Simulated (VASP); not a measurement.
# SiC (P6_3mc) in VASP: further runs

Runs on SiC. Level: PBE. Tasks: single point, relaxation of the atoms, relaxation of cell and atoms.

Everything below comes from runs of VASP 6.6.1. Logs are shortened: lines on timing, memory, paths and dates and some standing lists are left out, and cuts for length are marked.

## (1) The cell of the first run

The structure is hexagonal, space group P6_3mc (No. 186). Conventional cell: a = 3.092 Å, b = 3.092 Å, c = 5.379 Å, α = 90.00°, β = 90.00°, γ = 120.00°. Within 2.5 Å of Si (site symmetry 3m) lie 4 C at 1.91 to 2.01 Å. Within 2.5 Å of C (site symmetry 3m) lie 4 Si at 1.91 to 2.01 Å.

## (2) Single point, PBE (strain along c alone, the other axes held: +6.0 %, then relaxed in part)

INCAR

```
SYSTEM = SiC
PREC = Accurate
ENCUT = 520
EDIFF = 1E-6
ISMEAR = 0
SIGMA = 0.02
LREAL = .FALSE.
LASPH = .TRUE.
NELM = 80
ALGO = Normal
ISIF = 2
LWAVE = .FALSE.
LCHARG = .FALSE.
GGA = PE
NBANDS = 16
```

KPOINTS

```
regular mesh
0
G
  12 12 6
  0 0 0
```

POSCAR

```
SiC
1.0
    3.0919365178      0.0000000000      0.0000000000
   -1.5459682589      2.6776955713      0.0000000000
    0.0000000000      0.0000000000      5.3787498263
Si C
2 2
Direct
    0.3333333333      0.6666666667      0.5008272805
    0.6666666667      0.3333333333      1.0008272805
    0.3333333333      0.6666666667      0.8741727195
    0.6666666667      0.3333333333      0.3741727195
```

Potentials or basis: VASP PAW PBE potentials, release 64 (Si, C).

On the command line:

```bash
$ cat potpaw_PBE.64/Si/POTCAR potpaw_PBE.64/C/POTCAR > POTCAR
$ mpirun -np 1 vasp_std > vasp.out
```

OUTCAR:

```text
SYSTEM = SiC
   PREC = Accurate
   ENCUT = 520
   EDIFF = 1E-6
   ISMEAR = 0
   LREAL = .FALSE.
   LASPH = .TRUE.
   NELM = 80
   ISIF = 2
   GGA = PE

 ion  position               nearest neighbor table
   1  0.333  0.667  0.501-   4 1.91   4 1.91   4 1.91   3 2.01
   2  0.667  0.333  0.001-   3 1.91   3 1.91   3 1.91   4 2.01
   3  0.333  0.667  0.874-   2 1.91   2 1.91   2 1.91   1 2.01
   4  0.667  0.333  0.374-   1 1.91   1 1.91   1 1.91   2 2.01

  LATTYP: Found a hexagonal cell.
 ALAT       =     3.0919365178
 C/A-ratio  =     1.7396055176

  Lattice vectors:

 A1 = (   3.0919365178,   0.0000000000,   0.0000000000)
 A2 = (  -1.5459682589,   2.6776955713,   0.0000000000)
 A3 = (   0.0000000000,   0.0000000000,   5.3787498263)

Analysis of symmetry for initial positions (statically):
=====================================================================
 Subroutine PRICEL returns:
 Original cell was already a primitive cell.

 Routine SETGRP: Setting up the symmetry group for a
 hexagonal supercell.

 Subroutine GETGRP returns: Found 12 space group operations
 (whereof  6 operations were pure point group operations)
 out of a pool of 24 trial point group operations.

The static configuration has the point symmetry C_3v.
 The point group associated with its full space group is C_6v.

Analysis of symmetry for dynamics (positions and initial velocities):
=====================================================================
 Subroutine PRICEL returns:
 Original cell was already a primitive cell.

 Routine SETGRP: Setting up the symmetry group for a
 hexagonal supercell.

 Subroutine GETGRP returns: Found 12 space group operations
 (whereof  6 operations were pure point group operations)
 out of a pool of 24 trial point group operations.

The dynamic configuration has the point symmetry C_3v.
 The point group associated with its full space group is C_6v.

 Subroutine INISYM returns: Found 12 space group operations
 (whereof  6 operations are pure point group operations),
 and found     1 'primitive' translations

----------------------------------------------------------------------------------------

                                     Primitive cell

  volume of cell :      44.5321

  direct lattice vectors                    reciprocal lattice vectors
     3.091936518  0.000000000  0.000000000     0.323421905  0.186727724  0.000000000
    -1.545968259  2.677695571  0.000000000     0.000000000  0.373455448  0.000000000
     0.000000000  0.000000000  5.378749826     0.000000000  0.000000000  0.185916808

  length of vectors
     3.091936518  3.091936518  5.378749826     0.373455448  0.373455448  0.185916808

  position of ions in fractional coordinates (direct lattice)
     0.333333333  0.666666667  0.500827280
     0.666666667  0.333333333  0.000827280
     0.333333333  0.666666667  0.874172720
     0.666666667  0.333333333  0.374172720

  ion indices of the primitive-cell ions
   primitive index   ion index
                 1           1
                 2           2
                 3           3
                 4           4

----------------------------------------------------------------------------------------

 KPOINTS: regular mesh

Automatic generation of k-mesh.
 Grid dimensions read from file:
 generate k-points for:   12   12    6

 Generating k-lattice:

  Cartesian coordinates                     Fractional coordinates (reciprocal lattice)
     0.026951825  0.015560644  0.000000000     0.083333333  0.000000000  0.000000000
     0.000000000  0.031121287  0.000000000     0.000000000  0.083333333  0.000000000
     0.000000000  0.000000000  0.030986135     0.000000000  0.000000000  0.166666667

  Length of vectors
     0.031121287  0.031121287  0.030986135

  Shift w.r.t. Gamma in fractional coordinates (k-lattice)
     0.000000000  0.000000000  0.000000000

 Subroutine IBZKPT returns following result:
 ===========================================

 Found     76 irreducible k-points:

 Following reciprocal coordinates:
            Coordinates               Weight
  0.000000  0.000000  0.000000      1.000000
  0.083333  0.000000  0.000000      6.000000
  0.166667  0.000000  0.000000      6.000000
  0.250000 -0.000000  0.000000      6.000000
  0.333333  0.000000  0.000000      6.000000
  0.416667  0.000000  0.000000      6.000000
[... 16 lines left out ...]
  0.250000 -0.000000  0.166667     12.000000
  0.333333  0.000000  0.166667     12.000000
 [... further k-points ...]
   k-points           NKPTS =     76   k-points in BZ     NKDIM =     76   number of bands    NBANDS=     16
   number of dos      NEDOS =    301   number of ions     NIONS =      4
   total plane-waves  NPLWV =  23040
   dimension x,y,z NGX =    24 NGY =   24 NGZ =   40
   dimension x,y,z NGXF=    48 NGYF=   48 NGZF=   80
   ions per type =               2   2
   NGX,Y,Z   is equivalent  to a cutoff of  12.90, 12.90, 12.36 a.u.
   NGXF,Y,Z  is equivalent  to a cutoff of  25.81, 25.81, 24.73 a.u.
 SYSTEM =  SiC
   PREC   = accura    normal or accurate (medium, high low for compatibility)
   ISTART =      0    job   : 0-new  1-cont  2-samecut
   ICHARG =      2    charge: 1-file 2-atom 10-const
   ISPIN  =      1    spin polarized calculation?
   LNONCOLLINEAR =      F non collinear calculations
   LSORBIT =      F    spin-orbit coupling
   LASPH  =      T    aspherical Exc in radial PAW
   ENCUT  =  520.0 eV  38.22 Ry    6.18 a.u.   5.75  5.75 10.00*2*pi/ulx,y,z
   NELM   =     80;   NELMIN=  2; NELMDL= -5     # of ELM steps
   EDIFF  = 0.1E-05   stopping-criterion for ELM
   LREAL  =      F    real-space projection
   EDIFFG = 0.1E-04   stopping-criterion for IOM
   NSW    =      0    number of steps for IOM
   IBRION =     -1    ionic relax: 0-MD 1-quasi-New 2-CG
   NFREE  =      0    steps in history (QN), initial steepest desc. (CG)
   ISIF   =      2    stress and relaxation
   ISYM   =      2    0-nonsym 1-usesym 2-fastsym
   POTIM  = 0.5000    time-step for ionic-motion
   TEBEG  =    0.0;   TEEND  =   0.0 temperature during run
   PSTRESS=    0.0 pullay stress
   NELECT =      16.0000    total number of electrons
   NUPDOWN=      -1.0000    fix difference up-down
   EMIN   =  10.00;   EMAX   =-10.00  energy-range for DOS
   EFERMI =   0.00;   METHOD = LEGACY
   ISMEAR =     0;   SIGMA  =   0.02  broadening in eV -4-tet -1-fermi 0-gaus
   EFERMI_NEDOS =   21; number of points for ismear=-14 and -15
   IALGO  =     38    algorithm
   IMIX   =      4    mixing-type and parameters
     AMIX     =   0.40;   BMIX     =  1.00
     AMIX_MAG =   1.60;   BMIX_MAG =  1.00
  volume/ion in A,a.u.               =      11.13        75.13
  Fermi-wavevector in a.u.,A,eV,Ry     =   1.163832  2.199324 18.429172  1.354506
  Thomas-Fermi vector in A             =   2.300378
   LORBIT       =      0    0 simple, 1 ext, 2 COOP (PROOUT), +10 PAW based schemes
   GGA     = PE    functional components
   LHFCALC =     F    Hartree Fock is set to
   AEXX    =    0.0000 exact exchange contribution
   IVDW    =     0    specifies the selected vdW correction
   LEPSILON=     F    determine dielectric tensor
   LRPA    =     F    only Hartree local field effects (RPA)
 non-spin polarized calculation
 Gauss-broadening in eV      SIGMA  =   0.02
  energy-cutoff  :      520.00
  volume of cell :       44.53
 maximum number of plane-waves:      1216
 NGX is ok and might be reduce to    24
   NGX = 11   NGY = 11   NGZ = 21

 number of electron      16.0000002 magnetization

 Free energy of the ion-electron system (eV)
  ---------------------------------------------------
  ext. energy  EPLUGINS =         0.00000000
  ---------------------------------------------------
  free energy    TOTEN  =       -29.88284246 eV

  energy without entropy =      -29.88284246  energy(sigma->0) =      -29.88284246

 E-fermi :   7.6892     XC(G=0): -11.0363

 val. band max:        7.5507755719   @ k =   0.0000   0.0000   0.0000
 cond. band min:       9.6504843491   @ k =   0.3333   0.3333   0.0000
 fundamental gap:      2.0997087772
 Fermi energy:         7.6891696647

 k-point     1 :       0.0000    0.0000    0.0000
  band No.  band energies     occupation
      1      -7.5563      2.00000
      2      -4.6785      2.00000
      3      -0.9416      2.00000
      4       6.5235      2.00000
      5       6.5235      2.00000
      6       7.0347      2.00000
[... 8 lines left out ...]
     15      16.0530      0.00000
     16      17.9331      0.00000

 k-point     2 :       0.0833    0.0000    0.0000
  band No.  band energies     occupation
      1      -7.4373      2.00000
      2      -4.5726      2.00000
      3      -0.8328      2.00000
      4       5.8501      2.00000
      5       6.3209      2.00000
      6       6.9800      2.00000
[... 8 lines left out ...]
     15      16.3542      0.00000
     16      17.7026      0.00000

 k-point     3 :       0.1667    0.0000    0.0000
  band No.  band energies     occupation
      1      -7.0833      2.00000
      2      -4.2622      2.00000
      3      -0.5167      2.00000
      4       4.3810      2.00000
      5       5.8593      2.00000
      6       5.8755      2.00000
[... 8 lines left out ...]
     15      16.8169      0.00000
     16      17.0915      0.00000

 k-point     4 :       0.2500   -0.0000    0.0000
  band No.  band energies     occupation
      1      -6.5061      2.00000
      2      -3.7765      2.00000
      3      -0.0458      2.00000
      4       2.7740      2.00000
      5       4.4394      2.00000
      6       5.3547      2.00000
[... 8 lines left out ...]
     15      17.1236      0.00000
     16      18.0983      0.00000

 k-point     5 :       0.3333    0.0000    0.0000
  band No.  band energies     occupation
      1      -5.7343      2.00000
      2      -3.2068      2.00000
      3       0.2482      2.00000
      4       1.6534      2.00000
      5       2.9948      2.00000
      6       4.9354      2.00000
[... 8 lines left out ...]
     15      17.6372      0.00000
     16      18.9129      0.00000

 k-point     6 :       0.4167    0.0000    0.0000
  band No.  band energies     occupation
      1      -4.8553      2.00000
      2      -2.8621      2.00000
      3      -0.2196      2.00000
      4       1.6327      2.00000
      5       2.0045      2.00000
      6       4.6650      2.00000
[... 8 lines left out ...]
     15      17.0780      0.00000
     16      19.4773      0.00000
[... 267 lines left out ...]
 k-point    21 :       0.0833    0.0000    0.1667
  band No.  band energies     occupation
      1      -7.3216      2.00000
      2      -4.9587      2.00000
      3      -0.2445      2.00000
      4       5.9178      2.00000
      5       6.1489      2.00000
      6       6.3858      2.00000
[... 8 lines left out ...]
     15      16.1382      0.00000
     16      17.6268      0.00000

 k-point    22 :       0.1667    0.0000    0.1667
  band No.  band energies     occupation
      1      -6.9686      2.00000
      2      -4.6381      2.00000
      3       0.0481      2.00000
      4       4.4755      2.00000
      5       5.5043      2.00000
      6       5.9324      2.00000
[... 8 lines left out ...]
     15      16.9235      0.00000
     16      17.2952      0.00000

 k-point    23 :       0.2500   -0.0000    0.1667
  band No.  band energies     occupation
      1      -6.3933      2.00000
      2      -4.1305      2.00000
      3       0.4459      2.00000
      4       2.9221      2.00000
      5       4.1364      2.00000
      6       5.4339      2.00000
[... 8 lines left out ...]
     15      17.4458      0.00000
     16      17.9531      0.00000

 k-point    24 :       0.3333    0.0000    0.1667
  band No.  band energies     occupation
      1      -5.6254      2.00000
      2      -3.5102      2.00000
      3       0.4272      2.00000
      4       2.0407      2.00000
      5       2.7000      2.00000
      6       5.0183      2.00000
[... 8 lines left out ...]
     15      17.8504      0.00000
     16      19.0218      0.00000

 [... further k-points ...]

------------------------ aborting loop because EDIFF is reached ----------------------------------------

  FORCE on cell =-STRESS in cart. coord.  units (eV):
  Direction    XX          YY          ZZ          XY          YZ          ZX
  --------------------------------------------------------------------------------------
  -------------------------------------------------------------------------------------
  Total       -0.5306234     -0.5306234     -7.5798603      0.0000000     -0.0000000      0.0000000
  in kB      -19.0907885    -19.0907885   -272.7084954      0.0000000     -0.0000000      0.0000000
  external PRESSURE =    -103.6300241 kB  Pullay stress =       0.0000000 kB

 VOLUME and BASIS-vectors are now :
 -----------------------------------------------------------------------------
  energy-cutoff  :      520.00
  volume of cell :       44.53
      direct lattice vectors                 reciprocal lattice vectors
     3.091936518  0.000000000  0.000000000     0.323421905  0.186727724  0.000000000
    -1.545968259  2.677695571  0.000000000     0.000000000  0.373455448  0.000000000
     0.000000000  0.000000000  5.378749826     0.000000000  0.000000000  0.185916808

 POSITION                                       TOTAL-FORCE (eV/Angst)
 -----------------------------------------------------------------------------------
     -0.00000      1.78513      2.69382        -0.000000      0.000000      0.005509
      1.54597      0.89257      0.00445         0.000000     -0.000000      0.005509
     -0.00000      1.78513      4.70196         0.000000     -0.000000     -0.005509
      1.54597      0.89257      2.01258        -0.000000      0.000000     -0.005509
 -----------------------------------------------------------------------------------
    total drift:                                0.000000      0.000000      0.000591

  FREE ENERGIE OF THE ION-ELECTRON SYSTEM (eV)
  ---------------------------------------------------
  free  energy   TOTEN  =       -29.8828424590 eV

  energy  without entropy=      -29.8828424590  energy(sigma->0) =      -29.88284246
```

Run time: 37 s. Hardware: 1 thread of Intel Xeon Platinum 8259CL at 2.50GHz (Skylake/Cascade Lake), shared host; peak memory 0.18 GiB.

What came out:

- Free energy: -29.8828 eV
- Pressure: -10.4 GPa
- Largest force: 0.006 eV/Å
- Band gap on the k mesh: 2.10 eV (least direct gap 4.28 eV)

Forces on the atoms (eV/Å):
```
Si   0.000  0.000  0.006
Si   0.000  0.000  0.006
C    0.000  0.000 -0.006
C    0.000  0.000 -0.006
```

Caveat: the cell differs from its parent crystal (strain along c alone, the other axes held: +6.0 %, then relaxed in part); the cell stands under tension.

## (3) Single point, PBE

INCAR

```
ALGO     = Normal         # electronic algorithm
EDIFF    = 1E-7           # SCF threshold, eV
ENCUT    = 520            # plane-wave cutoff, eV
GGA      = PE             # functional
ISIF     = 2              # what is computed and relaxed
ISMEAR   = 0              # smearing method
LASPH    = T              # aspherical terms in the spheres
LCHARG   = T              # write CHGCAR
LELF     = T              # ELF
LREAL    = F              # projectors in reciprocal space
LVHAR    = T            
LWAVE    = F              # write WAVECAR
NBANDS   = 16             # bands
NELM     = 60             # most SCF steps
PREC     = Accurate       # precision mode
SIGMA    = 0.02           # smearing width, eV
```

KPOINTS

```
k-points
0
Gamma
  12 12 6
```

POSCAR is that of step 2.

Potentials or basis: VASP PAW PBE potentials, release 64 (Si, C).

On the command line:

```bash
$ cat potpaw_PBE.64/Si/POTCAR potpaw_PBE.64/C/POTCAR > POTCAR
$ mpirun -np 1 vasp_std > vasp.out
```

Wall time 54 s (1 thread of Intel Xeon Platinum 8259CL at 2.50GHz (Skylake/Cascade Lake), shared host); peak memory 0.18 GiB.

It converged, with:

```
Free energy            : -29.8828 eV
Pressure               : -10.4 GPa
Largest force          : 0.006 eV/Å
Band gap on the k mesh : 2.10 eV (least direct gap 4.28 eV)
```

Forces on the atoms (eV/Å):
```
Si   0.000  0.000  0.006
Si   0.000  0.000  0.006
C    0.000  0.000 -0.006
C    0.000  0.000 -0.006
```

Stress tensor (GPa, compression positive):
```
 -1.90   0.00   0.00
  0.00  -1.90   0.00
  0.00   0.00 -27.28
```

Levels at points of the mesh, in eV from the valence-band top:
```tsv
k point	band 4	band 5	band 6	band 7	band 8	band 9	band 10	band 11	band 12	band 13
(0.00, 0.00, 0.00)	-1.03	-1.03	-0.52	0.00	0.00	4.28	4.98	6.60	6.60	7.19
(0.50, 0.00, 0.00)	-6.51	-5.21	-3.16	-2.98	-1.31	2.97	3.70	6.10	6.94	8.32
(0.00, 0.00, 0.50)	-4.84	-0.55	-0.55	-0.55	-0.55	5.83	5.83	7.25	7.25	7.25
(0.50, 0.00, 0.50)	-8.02	-2.59	-2.59	-2.27	-2.27	2.78	2.78	4.76	4.76	9.63
```

Caveat: the cell stands under tension. A k mesh can miss the band edges.

## (4) Relaxation of the atoms, PBE (strain along c alone, the other axes held: -6.0 %)

INCAR

```
ALGO     = Normal         # electronic algorithm
EDIFF    = 1E-6           # SCF threshold, eV
EDIFFG   = -0.008         # ionic threshold
ENCUT    = 520            # plane-wave cutoff, eV
GGA      = PE             # functional
IBRION   = 2              # ionic algorithm
ISIF     = 2              # what is computed and relaxed
ISMEAR   = 0              # smearing method
LASPH    = True           # aspherical terms in the spheres
LCHARG   = False          # write CHGCAR
LREAL    = False          # projectors in reciprocal space
LWAVE    = False          # write WAVECAR
NELM     = 100            # most SCF steps
NSW      = 60             # ionic steps
PREC     = Accurate       # precision mode
SIGMA    = 0.02           # smearing width, eV
```

KPOINTS is that of step 3.

POSCAR

```
SiC
1.0
    3.0919365178      0.0000000000      0.0000000000
   -1.5459682589      2.6776955713      0.0000000000
    0.0000000000      0.0000000000      4.7698347516
Si C
2 2
Direct
    0.3333333333      0.6666666667      0.4969018196
    0.6666666667      0.3333333333      0.9969018196
    0.3333333333      0.6666666667      0.8780981804
    0.6666666667      0.3333333333      0.3780981804
```

On the command line:

```bash
$ cat potpaw_PBE.64/Si/POTCAR potpaw_PBE.64/C/POTCAR > POTCAR
$ mpirun -np 1 vasp_std > vasp.out
```

Run time: 58 s. Hardware: 1 thread of Intel Xeon Platinum 8259CL at 2.50GHz (Skylake/Cascade Lake), shared host; peak memory 0.17 GiB.

Results (log left out):

```
Free energy               : -29.8407 eV
Energy gained by relaxing : 1.8 meV/atom
Ionic steps               : 3
Pressure after relaxing   : 14.6 GPa
Band gap on the k mesh    : 1.97 eV (least direct gap 3.54 eV)
```

Stress tensor (GPa, compression positive):
```
 4.38  0.00  0.00
 0.00  4.38  0.00
 0.00  0.00 35.12
```

The path:
| step | energy change (eV) | largest force (eV/Å) | pressure (GPa) |
| --- | --- | --- | --- |
| 1 | 0.0000 | 0.3996 | 15.06 |
| 2 | 0.0008 | 0.3942 | 14.27 |
| 3 | -0.0073 | 0.0007 | 14.63 |

Final structure:
```
CELL_PARAMETERS angstrom
3.09194 0.00000 0.00000
-1.54597 2.67770 0.00000
0.00000 0.00000 4.76983
ATOMIC_POSITIONS crystal
Si 0.33333 0.66667 0.49497
Si 0.66667 0.33333 0.99497
C 0.33333 0.66667 0.88003
C 0.66667 0.33333 0.38003
```

Levels at points of the mesh, in eV from the valence-band top:
```csv
k point,band 5,band 6,band 7,band 8,band 9,band 10,band 11,band 12
"(0.00, 0.00, 0.00)",-2.17,-0.53,-0.53,0.00,3.80,6.05,6.05,6.65
"(0.50, 0.00, 0.00)",-5.91,-4.17,-3.69,-1.57,1.97,4.42,6.79,6.87
"(0.00, 0.00, 0.50)",-1.43,-1.43,-1.43,-1.43,5.18,5.18,6.74,6.74
"(0.50, 0.00, 0.50)",-3.13,-3.13,-2.34,-2.34,3.13,3.13,5.36,5.36
```

Caveat: the cell differs from its parent crystal (strain along c alone, the other axes held: -6.0 %).

(Continued in part 2 of 2.)
